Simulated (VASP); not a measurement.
# FePt (P4/mmm) in VASP: notebook

FePt is run at these levels: LDA, RPBE, BLYP+D3(BJ); tasks: single point, relaxation of cell and atoms.

All numbers are computed with VASP 6.6.1; they aren't measurements. Logs are shortened: lines on timing, memory, paths and dates and some standing lists are left out, and cuts for length are marked.

### Step 1. The cell of the first run

The structure is tetragonal, space group P4/mmm (No. 123). The conventional cell has a = 2.687 Å, b = 2.687 Å, c = 3.670 Å, α = 90.00°, β = 90.00°, γ = 90.00°. Within 3.5 Å of Pt (site symmetry 4/mmm) lie 8 Fe at 2.64 Å and 4 Pt at 2.69 Å. Fe (site symmetry 4/mmm) has 8 Pt at 2.64 Å and 4 Fe at 2.69 Å within 3.5 Å.

### Step 2. Single point, LDA, collinear spin, ferromagnetic start

INCAR reads:

```
PREC = Accurate ; ENCUT = 520
EDIFF = 1E-6 ; ISMEAR = -1
SIGMA = 0.05 ; LREAL = False
LASPH = True ; NELM = 150
ALGO = Normal ; ISIF = 2
LWAVE = False ; LCHARG = False
ISPIN = 2 ; MAGMOM = 0 3
LORBIT = 11 ; LMAXMIX = 4
GGA = CA ; NBANDS = 20
```

KPOINTS reads:

```
Automatic mesh
0
Gamma
  10 10 7
```

POSCAR reads:

```
FePt
1.0
    2.6866914338      0.0000000000      0.0000000000
    0.0000000000      2.6866914338      0.0000000000
    0.0000000000      0.0000000000      3.6697235666
Pt Fe
1 1
Direct
    0.5000000000      0.5000000000      0.5000000000
    0.0000000000      0.0000000000      0.0000000000
```

Potentials or basis: VASP PAW LDA potentials, release 64 (Pt, Fe).

On the command line:

```
$ cat potpaw_LDA.64/Pt/POTCAR potpaw_LDA.64/Fe/POTCAR > POTCAR
$ mpirun -np 1 vasp_std > vasp.out
```

OUTCAR:

```text
PREC = Accurate
   ENCUT = 520
   EDIFF = 1E-6
   ISMEAR = -1
   LREAL = False
   LASPH = True
   NELM = 150
   ISIF = 2
   ISPIN = 2
   LORBIT = 11
   GGA = CA

 ion  position               nearest neighbor table
   1  0.500  0.500  0.500-   2 2.64   2 2.64   2 2.64   2 2.64   2 2.64   2 2.64   2 2.64   2 2.64

   2  0.000  0.000  0.000-   1 2.64   1 2.64   1 2.64   1 2.64   1 2.64   1 2.64   1 2.64   1 2.64

  LATTYP: Found a simple tetragonal cell.
 ALAT       =     2.6866914338
 C/A-ratio  =     1.3658894804

  Lattice vectors:

 A1 = (   2.6866914338,   0.0000000000,   0.0000000000)
 A2 = (   0.0000000000,   2.6866914338,   0.0000000000)
 A3 = (   0.0000000000,   0.0000000000,   3.6697235666)

Analysis of symmetry for initial positions (statically):
=====================================================================
 Subroutine PRICEL returns:
 Original cell was already a primitive cell.

 Routine SETGRP: Setting up the symmetry group for a
 simple tetragonal supercell.

 Subroutine GETGRP returns: Found 16 space group operations
 (whereof 16 operations were pure point group operations)
 out of a pool of 16 trial point group operations.

The static configuration has the point symmetry D_4h.

Analysis of symmetry for dynamics (positions and initial velocities):
=====================================================================
 Subroutine PRICEL returns:
 Original cell was already a primitive cell.

 Routine SETGRP: Setting up the symmetry group for a
 simple tetragonal supercell.

 Subroutine GETGRP returns: Found 16 space group operations
 (whereof 16 operations were pure point group operations)
 out of a pool of 16 trial point group operations.

The dynamic configuration has the point symmetry D_4h.

Analysis of structural, dynamic, and magnetic symmetry:
=====================================================================
 Subroutine PRICEL returns:
 Original cell was already a primitive cell.

 Routine SETGRP: Setting up the symmetry group for a
 simple tetragonal supercell.

 Subroutine GETGRP returns: Found 16 space group operations
 (whereof 16 operations were pure point group operations)
 out of a pool of 16 trial point group operations.

The overall configuration has the point symmetry D_4h.

 Subroutine INISYM returns: Found 16 space group operations
 (whereof 16 operations are pure point group operations),
 and found     1 'primitive' translations

----------------------------------------------------------------------------------------

                                     Primitive cell

  volume of cell :      26.4892

  direct lattice vectors                    reciprocal lattice vectors
     2.686691434  0.000000000  0.000000000     0.372205006  0.000000000  0.000000000
     0.000000000  2.686691434  0.000000000     0.000000000  0.372205006  0.000000000
     0.000000000  0.000000000  3.669723567     0.000000000  0.000000000  0.272500089

  length of vectors
     2.686691434  2.686691434  3.669723567     0.372205006  0.372205006  0.272500089

  position of ions in fractional coordinates (direct lattice)
     0.500000000  0.500000000  0.500000000
     0.000000000  0.000000000  0.000000000

  ion indices of the primitive-cell ions
   primitive index   ion index
                 1           1
                 2           2

----------------------------------------------------------------------------------------

 KPOINTS: Automatic mesh

Automatic generation of k-mesh.
 Grid dimensions read from file:
 generate k-points for:   10   10    7

 Generating k-lattice:

  Cartesian coordinates                     Fractional coordinates (reciprocal lattice)
     0.037220501  0.000000000  0.000000000     0.100000000  0.000000000  0.000000000
     0.000000000  0.037220501  0.000000000     0.000000000  0.100000000  0.000000000
     0.000000000  0.000000000  0.038928584     0.000000000  0.000000000  0.142857143

  Length of vectors
     0.037220501  0.037220501  0.038928584

  Shift w.r.t. Gamma in fractional coordinates (k-lattice)
     0.000000000  0.000000000  0.000000000

 Subroutine IBZKPT returns following result:
 ===========================================

 Found     84 irreducible k-points:

 Following reciprocal coordinates:
            Coordinates               Weight
  0.000000  0.000000  0.000000      1.000000
  0.100000  0.000000  0.000000      4.000000
  0.200000  0.000000  0.000000      4.000000
  0.300000  0.000000  0.000000      4.000000
  0.400000  0.000000  0.000000      4.000000
  0.500000  0.000000  0.000000      2.000000
[... 16 lines left out ...]
  0.100000  0.000000  0.142857      8.000000
  0.200000  0.000000  0.142857      8.000000
 [... further k-points ...]
   k-points           NKPTS =     84   k-points in BZ     NKDIM =     84   number of bands    NBANDS=     20
   number of dos      NEDOS =    301   number of ions     NIONS =      2
   total plane-waves  NPLWV =  11200
   dimension x,y,z NGX =    20 NGY =   20 NGZ =   28
   dimension x,y,z NGXF=    40 NGYF=   40 NGZF=   56
   ions per type =               1   1
   NGX,Y,Z   is equivalent  to a cutoff of  12.38, 12.38, 12.68 a.u.
   NGXF,Y,Z  is equivalent  to a cutoff of  24.75, 24.75, 25.37 a.u.
 SYSTEM =  unknown system
   PREC   = accura    normal or accurate (medium, high low for compatibility)
   ISTART =      0    job   : 0-new  1-cont  2-samecut
   ICHARG =      2    charge: 1-file 2-atom 10-const
   ISPIN  =      2    spin polarized calculation?
   LNONCOLLINEAR =      F non collinear calculations
   LSORBIT =      F    spin-orbit coupling
   LASPH  =      T    aspherical Exc in radial PAW
   ENCUT  =  520.0 eV  38.22 Ry    6.18 a.u.   5.00  5.00  6.82*2*pi/ulx,y,z
   NELM   =    150;   NELMIN=  2; NELMDL= -5     # of ELM steps
   EDIFF  = 0.1E-05   stopping-criterion for ELM
   LREAL  =      F    real-space projection
[... 7 lines left out ...]
   TEBEG  =    0.0;   TEEND  =   0.0 temperature during run
   PSTRESS=    0.0 pullay stress
   NELECT =      18.0000    total number of electrons
   NUPDOWN=      -1.0000    fix difference up-down
   EMIN   =  10.00;   EMAX   =-10.00  energy-range for DOS
   EFERMI =   0.00;   METHOD = LEGACY
   ISMEAR =    -1;   SIGMA  =   0.05  broadening in eV -4-tet -1-fermi 0-gaus
   EFERMI_NEDOS =   21; number of points for ismear=-14 and -15
   IALGO  =     38    algorithm
   IMIX   =      4    mixing-type and parameters
     AMIX     =   0.40;   BMIX     =  1.00
     AMIX_MAG =   1.60;   BMIX_MAG =  1.00
  volume/ion in A,a.u.               =      13.24        89.38
  Fermi-wavevector in a.u.,A,eV,Ry     =   1.439271  2.719829 28.184497  2.071502
  Thomas-Fermi vector in A             =   2.558145
   LORBIT       =     11    0 simple, 1 ext, 2 COOP (PROOUT), +10 PAW based schemes
   GGA     = CA    functional components
   LHFCALC =     F    Hartree Fock is set to
   AEXX    =    0.0000 exact exchange contribution
   IVDW    =     0    specifies the selected vdW correction
   LEPSILON=     F    determine dielectric tensor
   LRPA    =     F    only Hartree local field effects (RPA)
 spin polarized calculation
  energy-cutoff  :      520.00
  volume of cell :       26.49
 maximum number of plane-waves:       728
 NGX is ok and might be reduce to    20
   NGX =  9   NGY =  9   NGZ = 13

 number of electron      18.0000006 magnetization       3.1515935

 Free energy of the ion-electron system (eV)
  ---------------------------------------------------
  ext. energy  EPLUGINS =         0.00000000
  ---------------------------------------------------
  free energy    TOTEN  =       -17.00691536 eV

  energy without entropy =      -16.99465935  energy(sigma->0) =      -17.00078736

 E-fermi :   9.0468     XC(G=0): -13.5405

 val. band max:        9.0416978932   @ k =   0.4000   0.2000   0.2857
 cond. band min:       9.0519925813   @ k =   0.5000   0.4000   0.2857
 fundamental gap:      0.0102946881
 Fermi energy:         9.0467753540

 spin component 1

 k-point     1 :       0.0000    0.0000    0.0000
  band No.  band energies     occupation
      1      -0.8489      1.00000
      2       2.4738      1.00000
      3       2.5730      1.00000
      4       5.6467      1.00000
      5       5.6467      1.00000
      6       6.2784      1.00000
[... 12 lines left out ...]
     19      30.8700      0.00000
     20      30.8700      0.00000

 k-point     2 :       0.1000    0.0000    0.0000
  band No.  band energies     occupation
      1      -0.5789      1.00000
      2       2.6080      1.00000
      3       2.7754      1.00000
      4       5.5155      1.00000
      5       5.7279      1.00000
      6       6.3487      1.00000
[... 498 lines left out ...]
 k-point    24 :       0.2000    0.0000    0.1429
  band No.  band energies     occupation
      1       0.3907      1.00000
      2       2.9895      1.00000
      3       3.5148      1.00000
      4       5.1523      1.00000
      5       5.9309      1.00000
      6       6.4220      1.00000
[... 12 lines left out ...]
     19      32.5073      0.00000
     20      32.9137      0.00000

 [... further k-points ...]

 spin component 2

 k-point     1 :       0.0000    0.0000    0.0000
  band No.  band energies     occupation
      1      -0.6068      1.00000
      2       2.9222      1.00000
      3       2.9897      1.00000
      4       6.5599      1.00000
      5       6.5599      1.00000
      6       8.2057      1.00000
[... 12 lines left out ...]
     19      31.0766      0.00000
     20      31.0766      0.00000

 k-point     2 :       0.1000    0.0000    0.0000
  band No.  band energies     occupation
      1      -0.3348      1.00000
      2       3.0501      1.00000
      3       3.2036      1.00000
      4       6.3086      1.00000
      5       6.6376      1.00000
      6       8.0876      1.00000
[... 498 lines left out ...]
 k-point    24 :       0.2000    0.0000    0.1429
  band No.  band energies     occupation
      1       0.6401      1.00000
      2       3.3952      1.00000
      3       3.9785      1.00000
      4       5.6403      1.00000
      5       6.8257      1.00000
      6       7.6433      1.00000
[... 12 lines left out ...]
     19      32.8009      0.00000
     20      33.2309      0.00000

 [... further k-points ...]

------------------------ aborting loop because EDIFF is reached ----------------------------------------

  FORCE on cell =-STRESS in cart. coord.  units (eV):
  Direction    XX          YY          ZZ          XY          YZ          ZX
  --------------------------------------------------------------------------------------
  -------------------------------------------------------------------------------------
  Total       -0.6925766     -0.6925766     -0.5063412      0.0000000      0.0000000      0.0000000
  in kB      -41.8899132    -41.8899132    -30.6256249      0.0000000      0.0000000      0.0000000
  external PRESSURE =     -38.1351504 kB  Pullay stress =       0.0000000 kB

 VOLUME and BASIS-vectors are now :
 -----------------------------------------------------------------------------
  energy-cutoff  :      520.00
  volume of cell :       26.49
      direct lattice vectors                 reciprocal lattice vectors
     2.686691434  0.000000000  0.000000000     0.372205006  0.000000000  0.000000000
     0.000000000  2.686691434  0.000000000     0.000000000  0.372205006  0.000000000
     0.000000000  0.000000000  3.669723567     0.000000000  0.000000000  0.272500089

 POSITION                                       TOTAL-FORCE (eV/Angst)
 -----------------------------------------------------------------------------------
      1.34335      1.34335      1.83486         0.000000      0.000000      0.000000
      0.00000      0.00000      0.00000         0.000000      0.000000      0.000000
 -----------------------------------------------------------------------------------
    total drift:                                0.000000      0.000000      0.000000

  FREE ENERGIE OF THE ION-ELECTRON SYSTEM (eV)
  ---------------------------------------------------
  free  energy   TOTEN  =       -17.0069153627 eV

  energy  without entropy=      -16.9946593492  energy(sigma->0) =      -17.00078736

 total charge

# of ion       s       p       d       tot
------------------------------------------
    1        0.735   0.709   8.076   9.520
    2        0.427   0.484   6.194   7.105
--------------------------------------------------
tot          1.162   1.193  14.270  16.625

 magnetization (x)

# of ion       s       p       d       tot
------------------------------------------
    1       -0.021  -0.049   0.424   0.354
    2        0.002   0.000   2.738   2.741
--------------------------------------------------
tot         -0.018  -0.048   3.162   3.096
```

Wall time 48 s (1 thread of Intel Xeon Platinum 8375C at 2.90GHz (Ice Lake), shared host); peak memory 0.18 GiB.

Results:

```
Free energy                                           : -17.0069 eV
Pressure                                              : -3.8 GPa
Net moment                                            : 3.15 μB per cell
Site moments                                          : Pt +0.35; Fe +2.74 μB
Valence electrons inside the program's atomic spheres : Pt 9.52; Fe 7.11
```

Levels at points of the mesh, in eV from the Fermi level:
Spin up:
```
           k point  band 7  band 8  band 9  band 10  band 11  band 12  band 13  band 14  band 15  band 16
(0.00, 0.00, 0.00)   -1.83   -1.61   -0.33    -0.10    -0.10     2.35    10.39    11.93    11.93    17.27
(0.50, 0.00, 0.00)   -2.77   -2.19   -1.82    -1.63     0.52     2.26    10.80    10.97    13.09    13.89
(0.50, 0.50, 0.00)   -0.25   -0.13   -0.13     0.71     1.65     1.65     8.11    10.68    11.13    12.62
```
Spin down:
| k point | band 6 | band 7 | band 8 | band 9 | band 10 | band 11 |
| --- | --- | --- | --- | --- | --- | --- |
| (0.00, 0.00, 0.00) | -0.84 | -0.77 | 0.47 | 1.56 | 1.73 | 1.73 |
| (0.50, 0.00, 0.00) | -1.39 | -1.30 | -1.07 | 0.30 | 0.63 | 2.56 |
| (0.50, 0.50, 0.00) | 1.22 | 1.56 | 1.81 | 1.81 | 1.83 | 1.94 |

Caveat: the cell stands under tension; spin-orbit coupling is left out, which moves the levels of the heavy elements.

(Continued in part 2 of 2.)
